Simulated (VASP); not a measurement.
# ZrB2 (P6/mmm) in VASP: further runs

The runs below take ZrB2 through single point, with PBE, PBEsol.

Everything below comes from runs of VASP 6.6.1. Logs are shortened: lines on timing, memory, paths and dates and some standing lists are left out, and cuts for length are marked.

### 1 The cell of the first run

Symmetry: P6/mmm, No. 191, hexagonal system. The conventional cell has a = 3.170 Å, b = 3.170 Å, c = 3.533 Å, α = 90.00°, β = 90.00°, γ = 120.00°. Zr (site symmetry 6/mmm) has 12 B at 2.54 Å and 6 Zr at 3.17 Å within 3.4 Å. Within 2.4 Å of B (site symmetry -6m2) lie 3 B at 1.83 Å.

### 2 Single point, PBE

The input, INCAR:

```
PREC = Accurate
ENCUT = 520
EDIFF = 1E-7
ISMEAR = 0
SIGMA = 0.013000000000000001
LREAL = F
LASPH = T
NELM = 60
ALGO = Normal
ISIF = 2
LWAVE = F
LCHARG = F
GGA = PE
NBANDS = 16
```

The input, KPOINTS:

```
Automatic mesh
0
Gamma
  10 10 8
```

The input, POSCAR:

```
ZrB2
1.0
    3.1700000000      0.0000000000      0.0000000000
   -1.5850000000      2.7453005300      0.0000000000
    0.0000000000      0.0000000000      3.5330000000
Zr B
1 2
Direct
    0.0000000000      0.0000000000      0.0000000000
    0.6666666667      0.3333333333      0.5000000000
    0.3333333333      0.6666666667      0.5000000000
```

Potentials or basis: VASP PAW PBE potentials, release 64 (Zr_sv, B).

Started as:

```bash
> cat potpaw_PBE.64/Zr_sv/POTCAR potpaw_PBE.64/B/POTCAR > POTCAR
> mpirun -np 1 vasp_std > vasp.out
```

OUTCAR:

```text
PREC = Accurate
   ENCUT = 520
   EDIFF = 1E-7
   ISMEAR = 0
   LREAL = F
   LASPH = T
   NELM = 60
   ISIF = 2
   GGA = PE

 ion  position               nearest neighbor table
   1  0.000  0.000  0.000-   2 2.54   3 2.54   2 2.54   3 2.54   2 2.54   2 2.54   3 2.54   3 2.54
                             2 2.54   2 2.54   3 2.54   3 2.54
   2  0.667  0.333  0.500-   3 1.83   3 1.83   3 1.83   1 2.54   1 2.54   1 2.54   1 2.54   1 2.54
                             1 2.54
   3  0.333  0.667  0.500-   2 1.83   2 1.83   2 1.83   1 2.54   1 2.54   1 2.54   1 2.54   1 2.54
                             1 2.54

  LATTYP: Found a hexagonal cell.
 ALAT       =     3.1700000000
 C/A-ratio  =     1.1145110410

  Lattice vectors:

 A1 = (   3.1700000000,   0.0000000000,   0.0000000000)
 A2 = (  -1.5850000000,   2.7453005300,   0.0000000000)
 A3 = (   0.0000000000,   0.0000000000,   3.5330000000)

Analysis of symmetry for initial positions (statically):
=====================================================================
 Subroutine PRICEL returns:
 Original cell was already a primitive cell.

 Routine SETGRP: Setting up the symmetry group for a
 hexagonal supercell.

 Subroutine GETGRP returns: Found 24 space group operations
 (whereof 24 operations were pure point group operations)
 out of a pool of 24 trial point group operations.

The static configuration has the point symmetry D_6h.

Analysis of symmetry for dynamics (positions and initial velocities):
=====================================================================
 Subroutine PRICEL returns:
 Original cell was already a primitive cell.

 Routine SETGRP: Setting up the symmetry group for a
 hexagonal supercell.

 Subroutine GETGRP returns: Found 24 space group operations
 (whereof 24 operations were pure point group operations)
 out of a pool of 24 trial point group operations.

The dynamic configuration has the point symmetry D_6h.

 Subroutine INISYM returns: Found 24 space group operations
 (whereof 24 operations are pure point group operations),
 and found     1 'primitive' translations

----------------------------------------------------------------------------------------

                                     Primitive cell

  volume of cell :      30.7463

  direct lattice vectors                    reciprocal lattice vectors
     3.170000000  0.000000000  0.000000000     0.315457413  0.182129422  0.000000000
    -1.585000000  2.745300530  0.000000000     0.000000000  0.364258845  0.000000000
     0.000000000  0.000000000  3.533000000     0.000000000  0.000000000  0.283045570

  length of vectors
     3.170000000  3.170000000  3.533000000     0.364258845  0.364258845  0.283045570

  position of ions in fractional coordinates (direct lattice)
     0.000000000  0.000000000  0.000000000
     0.666666667  0.333333333  0.500000000
     0.333333333  0.666666667  0.500000000

  ion indices of the primitive-cell ions
   primitive index   ion index
                 1           1
                 2           2
                 3           3

----------------------------------------------------------------------------------------

 KPOINTS: Automatic mesh

Automatic generation of k-mesh.
 Grid dimensions read from file:
 generate k-points for:   10   10    8

 Generating k-lattice:

  Cartesian coordinates                     Fractional coordinates (reciprocal lattice)
     0.031545741  0.018212942  0.000000000     0.100000000  0.000000000  0.000000000
     0.000000000  0.036425884  0.000000000     0.000000000  0.100000000  0.000000000
     0.000000000  0.000000000  0.035380696     0.000000000  0.000000000  0.125000000

  Length of vectors
     0.036425884  0.036425884  0.035380696

  Shift w.r.t. Gamma in fractional coordinates (k-lattice)
     0.000000000  0.000000000  0.000000000

 Subroutine IBZKPT returns following result:
 ===========================================

 Found     70 irreducible k-points:

 Following reciprocal coordinates:
            Coordinates               Weight
  0.000000  0.000000  0.000000      1.000000
  0.100000 -0.000000  0.000000      6.000000
  0.200000 -0.000000  0.000000      6.000000
  0.300000  0.000000  0.000000      6.000000
  0.400000  0.000000  0.000000      6.000000
  0.500000  0.000000  0.000000      3.000000
[... 16 lines left out ...]
  0.300000  0.100000  0.125000     24.000000
  0.400000  0.100000  0.125000     24.000000
 [... further k-points ...]
   k-points           NKPTS =     70   k-points in BZ     NKDIM =     70   number of bands    NBANDS=     16
   number of dos      NEDOS =    301   number of ions     NIONS =      3
   total plane-waves  NPLWV =  16128
   dimension x,y,z NGX =    24 NGY =   24 NGZ =   28
   dimension x,y,z NGXF=    48 NGYF=   48 NGZF=   56
   ions per type =               1   2
   NGX,Y,Z   is equivalent  to a cutoff of  12.59, 12.59, 13.18 a.u.
   NGXF,Y,Z  is equivalent  to a cutoff of  25.17, 25.17, 26.35 a.u.
 SYSTEM =  unknown system
   PREC   = accura    normal or accurate (medium, high low for compatibility)
   ISTART =      0    job   : 0-new  1-cont  2-samecut
   ICHARG =      2    charge: 1-file 2-atom 10-const
   ISPIN  =      1    spin polarized calculation?
   LNONCOLLINEAR =      F non collinear calculations
   LSORBIT =      F    spin-orbit coupling
   LASPH  =      T    aspherical Exc in radial PAW
   ENCUT  =  520.0 eV  38.22 Ry    6.18 a.u.   5.89  5.89  6.57*2*pi/ulx,y,z
   NELM   =     60;   NELMIN=  2; NELMDL= -5     # of ELM steps
   EDIFF  = 0.1E-06   stopping-criterion for ELM
   LREAL  =      F    real-space projection
   EDIFFG = 0.1E-05   stopping-criterion for IOM
   NSW    =      0    number of steps for IOM
   IBRION =     -1    ionic relax: 0-MD 1-quasi-New 2-CG
   NFREE  =      0    steps in history (QN), initial steepest desc. (CG)
   ISIF   =      2    stress and relaxation
   ISYM   =      2    0-nonsym 1-usesym 2-fastsym
   POTIM  = 0.5000    time-step for ionic-motion
   TEBEG  =    0.0;   TEEND  =   0.0 temperature during run
   PSTRESS=    0.0 pullay stress
   NELECT =      18.0000    total number of electrons
   NUPDOWN=      -1.0000    fix difference up-down
   EMIN   =  10.00;   EMAX   =-10.00  energy-range for DOS
   EFERMI =   0.00;   METHOD = LEGACY
   ISMEAR =     0;   SIGMA  =   0.01  broadening in eV -4-tet -1-fermi 0-gaus
   EFERMI_NEDOS =   21; number of points for ismear=-14 and -15
   IALGO  =     38    algorithm
   IMIX   =      4    mixing-type and parameters
     AMIX     =   0.40;   BMIX     =  1.00
     AMIX_MAG =   1.60;   BMIX_MAG =  1.00
  volume/ion in A,a.u.               =      10.25        69.16
  Fermi-wavevector in a.u.,A,eV,Ry     =   1.369519  2.588016 25.518847  1.875582
  Thomas-Fermi vector in A             =   2.495387
   LORBIT       =      0    0 simple, 1 ext, 2 COOP (PROOUT), +10 PAW based schemes
   GGA     = PE    functional components
   LHFCALC =     F    Hartree Fock is set to
   AEXX    =    0.0000 exact exchange contribution
   IVDW    =     0    specifies the selected vdW correction
   LEPSILON=     F    determine dielectric tensor
   LRPA    =     F    only Hartree local field effects (RPA)
 non-spin polarized calculation
 Gauss-broadening in eV      SIGMA  =   0.01
  energy-cutoff  :      520.00
  volume of cell :       30.75
 maximum number of plane-waves:       844
 NGX is ok and might be reduce to    24
   NGX = 11   NGY = 11   NGZ = 13

 number of electron      18.0000000 magnetization

 Free energy of the ion-electron system (eV)
  ---------------------------------------------------
  ext. energy  EPLUGINS =         0.00000000
  ---------------------------------------------------
  free energy    TOTEN  =       -24.97405644 eV

  energy without entropy =      -24.97394313  energy(sigma->0) =      -24.97399978

 E-fermi :  10.4012     XC(G=0): -12.4435

 val. band max:       10.3785741017   @ k =   0.3000   0.2000   0.0000
 cond. band min:      10.4029688951   @ k =   0.2000   0.2000   0.1250
 fundamental gap:      0.0243947934
 Fermi energy:        10.4011974150

 k-point     1 :       0.0000    0.0000    0.0000
  band No.  band energies     occupation
      1     -38.1101      2.00000
      2     -16.2920      2.00000
      3     -15.7456      2.00000
      4     -15.7456      2.00000
      5      -2.2014      2.00000
      6       7.8960      2.00000
[... 8 lines left out ...]
     15      15.6750      0.00000
     16      15.6750      0.00000

 k-point     2 :       0.1000   -0.0000    0.0000
  band No.  band energies     occupation
      1     -38.0991      2.00000
      2     -16.2757      2.00000
      3     -15.8416      2.00000
      4     -15.7664      2.00000
      5      -2.0020      2.00000
      6       7.3256      2.00000
[... 8 lines left out ...]
     15      16.3358      0.00000
     16      16.8607      0.00000

 k-point     3 :       0.2000   -0.0000    0.0000
  band No.  band energies     occupation
      1     -38.0703      2.00000
      2     -16.2326      2.00000
      3     -16.0855      2.00000
      4     -15.8205      2.00000
      5      -1.4353      2.00000
      6       6.0658      2.00000
[... 8 lines left out ...]
     15      17.2969      0.00000
     16      18.1356      0.00000

 k-point     4 :       0.3000    0.0000    0.0000
  band No.  band energies     occupation
      1     -38.0343      2.00000
      2     -16.3739      2.00000
      3     -16.1788      2.00000
      4     -15.8863      2.00000
      5      -0.5726      2.00000
      6       4.6247      2.00000
[... 8 lines left out ...]
     15      18.2918      0.00000
     16      20.4213      0.00000
[... 324 lines left out ...]
 k-point    22 :       0.2000    0.1000    0.1250
  band No.  band energies     occupation
      1     -38.0441      2.00000
      2     -16.2587      2.00000
      3     -16.2337      2.00000
      4     -15.8836      2.00000
      5      -0.7534      2.00000
      6       5.2915      2.00000
[... 8 lines left out ...]
     15      17.7651      0.00000
     16      19.1120      0.00000

 k-point    23 :       0.3000    0.1000    0.1250
  band No.  band energies     occupation
      1     -38.0114      2.00000
      2     -16.4831      2.00000
      3     -16.1942      2.00000
      4     -15.9600      2.00000
      5       0.1613      2.00000
      6       3.8827      2.00000
[... 8 lines left out ...]
     15      18.0425      0.00000
     16      20.9178      0.00000

 k-point    24 :       0.4000    0.1000    0.1250
  band No.  band energies     occupation
      1     -37.9912      2.00000
      2     -16.6251      2.00000
      3     -16.1620      2.00000
      4     -16.0067      2.00000
      5       1.2638      2.00000
      6       2.5212      2.00000
[... 8 lines left out ...]
     15      18.8022      0.00000
     16      20.6110      0.00000

 [... further k-points ...]
[... 5 lines left out ...]
  --------------------------------------------------------------------------------------
  -------------------------------------------------------------------------------------
  Total        0.0975468      0.0975468      0.3395989      0.0000000     -0.0000000     -0.0000000
  in kB        5.0831273      5.0831273     17.6963637      0.0000000     -0.0000000     -0.0000000
  external PRESSURE =       9.2875394 kB  Pullay stress =       0.0000000 kB

 VOLUME and BASIS-vectors are now :
 -----------------------------------------------------------------------------
  energy-cutoff  :      520.00
  volume of cell :       30.75
      direct lattice vectors                 reciprocal lattice vectors
     3.170000000  0.000000000  0.000000000     0.315457413  0.182129422  0.000000000
    -1.585000000  2.745300530  0.000000000     0.000000000  0.364258845  0.000000000
     0.000000000  0.000000000  3.533000000     0.000000000  0.000000000  0.283045570

 POSITION                                       TOTAL-FORCE (eV/Angst)
 -----------------------------------------------------------------------------------
      0.00000      0.00000      0.00000        -0.000000     -0.000000      0.000000
      1.58500      0.91510      1.76650         0.000000     -0.000000      0.000000
     -0.00000      1.83020      1.76650        -0.000000      0.000000      0.000000
 -----------------------------------------------------------------------------------
    total drift:                               -0.000000      0.000000      0.000000

  FREE ENERGIE OF THE ION-ELECTRON SYSTEM (eV)
  ---------------------------------------------------
  free  energy   TOTEN  =       -24.9740564424 eV

  energy  without entropy=      -24.9739431259  energy(sigma->0) =      -24.97399978
```

It took 22 s on 1 thread of AMD EPYC 7R13 (Zen 3), shared host; peak memory 0.13 GiB.

Results:

| Quantity | Value |
| --- | --- |
| Free energy | -24.9741 eV |
| Pressure | 0.9 GPa |
| Band gap on the k mesh | zero (band 9 reaches 11.10 eV, above the bottom of band 10 at 10.29 eV) |

Stress tensor (GPa, compression positive):
```
0.51 0.00 0.00
0.00 0.51 0.00
0.00 0.00 1.77
```

[end of part 1 of 2]
